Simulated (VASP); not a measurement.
# KBr (I4/mmm) in VASP: notebook

The runs below take KBr through single point, with PBEsol.

Everything below comes from runs of VASP 6.6.1. Logs are shortened: lines on timing, memory, paths and dates and some standing lists are left out, and cuts for length are marked.

## 1. The cell of the first run

Symmetry: I4/mmm, No. 139, tetragonal system. The conventional cell has a = 4.656 Å, b = 4.656 Å, c = 6.322 Å, α = 90.00°, β = 90.00°, γ = 90.00°. K (site symmetry 4/mmm) has 6 Br at 3.16 to 3.29 Å within 4.2 Å. Within 4.2 Å of Br (site symmetry 4/mmm) lie 6 K at 3.16 to 3.29 Å.

## 2. Single point, PBEsol (strain +0.000 along x and y, -0.040 along z)

Contents of INCAR:

```
SYSTEM = KBr
ALGO     = Normal         ! electronic algorithm
EDIFF    = 1E-6           ! SCF threshold, eV
ENCUT    = 520            ! plane-wave cutoff, eV
GGA      = PS             ! functional
ISIF     = 2              ! what is computed and relaxed
ISMEAR   = 0              ! smearing method
LASPH    = .True.         ! aspherical terms in the spheres
LCHARG   = .False.        ! write CHGCAR
LREAL    = .False.        ! projectors in reciprocal space
LWAVE    = .False.        ! write WAVECAR
NBANDS   = 15             ! bands
NELM     = 100            ! most SCF steps
PREC     = Accurate       ! precision mode
SIGMA    = 0.05           ! smearing width, eV
```

Contents of KPOINTS:

```
k-points
0
Gamma
  6 6 6
  0 0 0
```

Contents of POSCAR:

```
KBr
1.0
    0.0000000000      3.2925000000      3.1608000000
    3.2925000000      0.0000000000      3.1608000000
    3.2925000000      3.2925000000      0.0000000000
K Br
1 1
Direct
    0.0000000000      0.0000000000      0.0000000000
    0.5000000000      0.5000000000      0.5000000000
```

Potentials or basis: VASP PAW PBE potentials, release 64 (K_sv, Br).

Command:

```
> cat potpaw_PBE.64/K_sv/POTCAR potpaw_PBE.64/Br/POTCAR > POTCAR
> mpirun -np 1 vasp_std > vasp.out
```

OUTCAR:

```text
SYSTEM = KBr
   EDIFF = 1E-6
   ENCUT = 520
   GGA = PS
   ISIF = 2
   ISMEAR = 0
   LASPH = .True.
   LREAL = .False.
   NELM = 100
   PREC = Accurate

 ion  position               nearest neighbor table
   1  0.000  0.000  0.000-   2 3.16   2 3.16   2 3.29   2 3.29   2 3.29   2 3.29
   2  0.500  0.500  0.500-   1 3.16   1 3.16   1 3.29   1 3.29   1 3.29   1 3.29

  LATTYP: Found a body centered tetragonal cell.
 ALAT       =     4.6562981541
 C/A-ratio  =     1.3576450199

  Lattice vectors:

 A1 = (   0.0000000000,  -3.2925000000,  -3.1608000000)
 A2 = (   0.0000000000,   3.2925000000,  -3.1608000000)
 A3 = (   3.2925000000,   0.0000000000,   3.1608000000)

Analysis of symmetry for initial positions (statically):
=====================================================================
 Subroutine PRICEL returns:
 Original cell was already a primitive cell.

 Routine SETGRP: Setting up the symmetry group for a
 body centered tetragonal supercell.

 Subroutine GETGRP returns: Found 16 space group operations
 (whereof 16 operations were pure point group operations)
 out of a pool of 16 trial point group operations.

The static configuration has the point symmetry D_4h.

Analysis of symmetry for dynamics (positions and initial velocities):
=====================================================================
 Subroutine PRICEL returns:
 Original cell was already a primitive cell.

 Routine SETGRP: Setting up the symmetry group for a
 body centered tetragonal supercell.

 Subroutine GETGRP returns: Found 16 space group operations
 (whereof 16 operations were pure point group operations)
 out of a pool of 16 trial point group operations.

The dynamic configuration has the point symmetry D_4h.

 Subroutine INISYM returns: Found 16 space group operations
 (whereof 16 operations are pure point group operations),
 and found     1 'primitive' translations

----------------------------------------------------------------------------------------

                                     Primitive cell

  volume of cell :      68.5297

  direct lattice vectors                    reciprocal lattice vectors
     0.000000000  3.292500000  3.160800000    -0.151860289  0.151860289  0.158187801
     3.292500000  0.000000000  3.160800000     0.151860289 -0.151860289  0.158187801
     3.292500000  3.292500000  0.000000000     0.151860289  0.151860289 -0.158187801

  length of vectors
     4.564122357  4.564122357  4.656298154     0.266732965  0.266732965  0.266732965

  position of ions in fractional coordinates (direct lattice)
     0.000000000  0.000000000  0.000000000
     0.500000000  0.500000000  0.500000000

  ion indices of the primitive-cell ions
   primitive index   ion index
                 1           1
                 2           2

----------------------------------------------------------------------------------------

 KPOINTS: k-points

Automatic generation of k-mesh.
 Grid dimensions read from file:
 generate k-points for:    6    6    6

 Generating k-lattice:

  Cartesian coordinates                     Fractional coordinates (reciprocal lattice)
    -0.025310048  0.025310048  0.026364633     0.166666667  0.000000000  0.000000000
     0.025310048 -0.025310048  0.026364633     0.000000000  0.166666667  0.000000000
     0.025310048  0.025310048 -0.026364633    -0.000000000 -0.000000000  0.166666667

  Length of vectors
     0.044455494  0.044455494  0.044455494

  Shift w.r.t. Gamma in fractional coordinates (k-lattice)
     0.000000000  0.000000000  0.000000000

 Subroutine IBZKPT returns following result:
 ===========================================

 Found     30 irreducible k-points:

 Following reciprocal coordinates:
            Coordinates               Weight
  0.000000  0.000000  0.000000      1.000000
  0.166667  0.000000  0.000000      8.000000
  0.333333  0.000000  0.000000      8.000000
  0.500000 -0.000000  0.000000      4.000000
  0.166667  0.166667  0.000000      2.000000
  0.333333  0.166667  0.000000      8.000000
[... 16 lines left out ...]
  0.333333  0.000000  0.333333      4.000000
  0.500000 -0.000000  0.333333     16.000000
 [... further k-points ...]
   k-points           NKPTS =     30   k-points in BZ     NKDIM =     30   number of bands    NBANDS=     15
   number of dos      NEDOS =    301   number of ions     NIONS =      2
   total plane-waves  NPLWV =  46656
   dimension x,y,z NGX =    36 NGY =   36 NGZ =   36
   dimension x,y,z NGXF=    72 NGYF=   72 NGZF=   72
   ions per type =               1   1
   NGX,Y,Z   is equivalent  to a cutoff of  13.11, 13.11, 12.85 a.u.
   NGXF,Y,Z  is equivalent  to a cutoff of  26.23, 26.23, 25.71 a.u.
 SYSTEM =  KBr
   PREC   = accura    normal or accurate (medium, high low for compatibility)
   ISTART =      0    job   : 0-new  1-cont  2-samecut
   ICHARG =      2    charge: 1-file 2-atom 10-const
   ISPIN  =      1    spin polarized calculation?
   LNONCOLLINEAR =      F non collinear calculations
   LSORBIT =      F    spin-orbit coupling
   LASPH  =      T    aspherical Exc in radial PAW
   ENCUT  =  520.0 eV  38.22 Ry    6.18 a.u.   8.49  8.49  8.66*2*pi/ulx,y,z
   NELM   =    100;   NELMIN=  2; NELMDL= -5     # of ELM steps
   EDIFF  = 0.1E-05   stopping-criterion for ELM
   LREAL  =      F    real-space projection
   EDIFFG = 0.1E-04   stopping-criterion for IOM
   NSW    =      0    number of steps for IOM
   IBRION =     -1    ionic relax: 0-MD 1-quasi-New 2-CG
   NFREE  =      0    steps in history (QN), initial steepest desc. (CG)
   ISIF   =      2    stress and relaxation
   ISYM   =      2    0-nonsym 1-usesym 2-fastsym
   POTIM  = 0.5000    time-step for ionic-motion
   TEBEG  =    0.0;   TEEND  =   0.0 temperature during run
   PSTRESS=    0.0 pullay stress
   NELECT =      16.0000    total number of electrons
   NUPDOWN=      -1.0000    fix difference up-down
   EMIN   =  10.00;   EMAX   =-10.00  energy-range for DOS
   EFERMI =   0.00;   METHOD = LEGACY
   ISMEAR =     0;   SIGMA  =   0.05  broadening in eV -4-tet -1-fermi 0-gaus
   EFERMI_NEDOS =   21; number of points for ismear=-14 and -15
   IALGO  =     38    algorithm
   IMIX   =      4    mixing-type and parameters
     AMIX     =   0.40;   BMIX     =  1.00
     AMIX_MAG =   1.60;   BMIX_MAG =  1.00
  volume/ion in A,a.u.               =      34.26       231.23
  Fermi-wavevector in a.u.,A,eV,Ry     =   1.008065  1.904967 13.826179  1.016195
  Thomas-Fermi vector in A             =   2.140909
   LORBIT       =      0    0 simple, 1 ext, 2 COOP (PROOUT), +10 PAW based schemes
   GGA     = PS    functional components
   LHFCALC =     F    Hartree Fock is set to
   AEXX    =    0.0000 exact exchange contribution
   IVDW    =     0    specifies the selected vdW correction
   LEPSILON=     F    determine dielectric tensor
   LRPA    =     F    only Hartree local field effects (RPA)
 non-spin polarized calculation
 Gauss-broadening in eV      SIGMA  =   0.05
  energy-cutoff  :      520.00
  volume of cell :       68.53
 maximum number of plane-waves:      1883
 NGX is ok and might be reduce to    36
   NGX = 17   NGY = 17   NGZ = 17

 number of electron      16.0000001 magnetization

 Free energy of the ion-electron system (eV)
  ---------------------------------------------------
  ext. energy  EPLUGINS =         0.00000000
  ---------------------------------------------------
  free energy    TOTEN  =        -6.44758635 eV

  energy without entropy =       -6.44758635  energy(sigma->0) =       -6.44758635

 E-fermi :  -1.3791     XC(G=0):  -7.7446

 val. band max:       -1.6111903186   @ k =   0.0000   0.0000   0.0000
 cond. band min:       2.7608523440   @ k =   0.0000   0.0000   0.0000
 fundamental gap:      4.3720426626
 Fermi energy:        -1.3790582927

 k-point     1 :       0.0000    0.0000    0.0000
  band No.  band energies     occupation
      1     -29.1435      2.00000
      2     -14.0034      2.00000
      3     -12.6983      2.00000
      4     -12.6892      2.00000
      5     -12.6892      2.00000
      6      -1.6424      2.00000
      7      -1.6424      2.00000
      8      -1.6112      2.00000
      9       2.7609      0.00000
     10       5.8081      0.00000
     11       5.8081      0.00000
     12       6.0790      0.00000
     13       6.6669      0.00000
     14       6.8757      0.00000
     15       9.8781      0.00000

 k-point     2 :       0.1667    0.0000    0.0000
  band No.  band energies     occupation
      1     -29.1416      2.00000
      2     -14.0554      2.00000
      3     -12.6946      2.00000
      4     -12.6922      2.00000
      5     -12.6200      2.00000
      6      -2.0437      2.00000
      7      -1.7442      2.00000
      8      -1.7273      2.00000
      9       3.4544      0.00000
     10       5.7406      0.00000
     11       6.1610      0.00000
     12       6.3307      0.00000
     13       7.0482      0.00000
     14       7.2817      0.00000
     15      10.8630      0.00000

 k-point     3 :       0.3333    0.0000    0.0000
  band No.  band energies     occupation
      1     -29.1377      2.00000
      2     -14.1465      2.00000
      3     -12.6981      2.00000
      4     -12.6955      2.00000
      5     -12.4848      2.00000
      6      -2.6798      2.00000
      7      -1.9334      2.00000
      8      -1.9234      2.00000
      9       4.5456      0.00000
     10       6.0836      0.00000
     11       7.0938      0.00000
     12       7.2220      0.00000
     13       8.0078      0.00000
     14       8.2929      0.00000
     15      10.0257      0.00000
[... 343 lines left out ...]
 k-point    23 :       0.3333    0.0000    0.3333
  band No.  band energies     occupation
      1     -29.1364      2.00000
      2     -13.9871      2.00000
      3     -12.7349      2.00000
      4     -12.7164      2.00000
      5     -12.6797      2.00000
      6      -2.5363      2.00000
      7      -1.8592      2.00000
      8      -1.8586      2.00000
      9       4.3731      0.00000
     10       4.9635      0.00000
     11       7.4804      0.00000
     12       7.9556      0.00000
     13       8.2858      0.00000
     14       8.4221      0.00000
     15       9.3063      0.00000

 k-point    24 :       0.5000   -0.0000    0.3333
  band No.  band energies     occupation
      1     -29.1345      2.00000
      2     -13.9806      2.00000
      3     -12.7691      2.00000
      4     -12.7248      2.00000
      5     -12.6553      2.00000
      6      -2.5273      2.00000
      7      -2.0977      2.00000
      8      -1.9422      2.00000
      9       4.5252      0.00000
     10       5.8888      0.00000
     11       7.3213      0.00000
     12       7.9797      0.00000
     13       8.2330      0.00000
     14       8.9625      0.00000
     15       9.4122      0.00000

 [... further k-points ...]
[... 5 lines left out ...]
  --------------------------------------------------------------------------------------
  -------------------------------------------------------------------------------------
  Total        0.0050618      0.0050618      0.7150867      0.0000000      0.0000000      0.0000000
  in kB        0.1183409      0.1183409     16.7182451      0.0000000      0.0000000      0.0000000
  external PRESSURE =       5.6516423 kB  Pullay stress =       0.0000000 kB

 VOLUME and BASIS-vectors are now :
 -----------------------------------------------------------------------------
  energy-cutoff  :      520.00
  volume of cell :       68.53
      direct lattice vectors                 reciprocal lattice vectors
     0.000000000  3.292500000  3.160800000    -0.151860289  0.151860289  0.158187801
     3.292500000  0.000000000  3.160800000     0.151860289 -0.151860289  0.158187801
     3.292500000  3.292500000  0.000000000     0.151860289  0.151860289 -0.158187801

 POSITION                                       TOTAL-FORCE (eV/Angst)
 -----------------------------------------------------------------------------------
      0.00000      0.00000      0.00000        -0.000000     -0.000000      0.000000
      3.29250      3.29250      3.16080         0.000000      0.000000      0.000000
 -----------------------------------------------------------------------------------
    total drift:                                0.000000      0.000000      0.000000

  FREE ENERGIE OF THE ION-ELECTRON SYSTEM (eV)
  ---------------------------------------------------
  free  energy   TOTEN  =        -6.4475863493 eV

  energy  without entropy=       -6.4475863493  energy(sigma->0) =       -6.44758635
```

It took 16 s on 1 thread of Intel Xeon 6975P-C (Granite Rapids), shared host; peak memory 0.21 GiB.

What came out:

```yaml
Free_energy: -6.4476 eV
Pressure: 0.6 GPa
Band_gap_on_the_k_mesh: 4.37 eV, direct
```

Levels at points of the mesh, in eV from the valence-band top:
```
           k point  band 6  band 7  band 8  band 9  band 10  band 11
(0.00, 0.00, 0.00)   -0.03   -0.03    0.00    4.37     7.42     7.42
(0.50, 0.00, 0.00)   -1.33   -0.41   -0.40    6.51     8.27     9.82
(0.50, 0.50, 0.00)   -0.85   -0.37   -0.37    5.62     7.28     9.46
(0.50, 0.00, 0.50)   -0.93   -0.31   -0.30    5.68     7.22     9.36
```

Caveat: the cell differs from its parent crystal (strain +0.000 along x and y, -0.040 along z); the PAW data sets were made with another functional, which shifts forces and pressure a little.

[end of part 1 of 2]
